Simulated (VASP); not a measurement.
Write the native input for VASP 6.6.1 that does the following.

| Item | Value |
| --- | --- |
| Task | relaxation of cell and atoms |
| Functional | PBE |
| Potentials or basis | VASP PAW PBE potentials, release 64 (Hf_pv, O) |
| Cutoff | 600 eV |
| k mesh | 8 × 8 × 8 |
| Occupations | gaussian, width 0.02 eV |
| Spin | no spin polarisation |
| Dipole correction | no |
| Further INCAR settings | ALGO = Normal; EDIFF = 1e-07; IBRION = 2; EDIFFG = -0.01; NSW = 80; ISIF = 3 |

The structure of HfO2 lies in POSCAR:

```
HfO2
1.0
    0.0000000000      2.5579141804      2.5579141804
    2.5579141804      0.0000000000      2.5579141804
    2.5579141804      2.5579141804      0.0000000000
Hf O
1 2
Direct
    0.0000000000      0.0000000000      0.0000000000
    0.2500000000      0.2500000000      0.2500000000
    0.7500000000      0.7500000000      0.7500000000
```

The input as run:

INCAR

```
SYSTEM = HfO2
PREC = Accurate
ENCUT = 600
EDIFF = 1E-7
ISMEAR = 0
SIGMA = 0.02
LREAL = .False.
LASPH = .True.
NELM = 60
ALGO = Normal
ISIF = 3
LWAVE = .False.
LCHARG = .False.
GGA = PE
IBRION = 2
NSW = 80
EDIFFG = -0.01
```

KPOINTS

```
regular mesh
0
Gamma
  8 8 8
  0 0 0
```

Potentials or basis: VASP PAW PBE potentials, release 64 (Hf_pv, O).

Command:

```console
$ cat potpaw_PBE.64/Hf_pv/POTCAR potpaw_PBE.64/O/POTCAR > POTCAR
$ mpirun -np 1 vasp_std > vasp.out
```

It gave:

The relaxed volume is 10.87 Å³/atom, the relaxed cell is a = 3.586 Å, b = 3.586 Å, c = 3.586 Å, α = 60.00°, β = 60.00°, γ = 60.00° and the space group after relaxing (to 0.05 Å) is Fm-3m (No. 225). The energy gained by relaxing is 6.0 meV/atom and the ionic steps are 3. The pressure after relaxing is -0.1 GPa and the band gap on the k mesh is 3.80 eV, direct.

Caveat: spin-orbit coupling is left out, which moves the levels of the heavy elements.

Wall time 64 s on 1 thread of Intel(R) Xeon(R) Platinum 8259CL CPU @ 2.50GHz (Skylake/Cascade Lake), with other jobs on the host, peak memory 0.18 GiB.
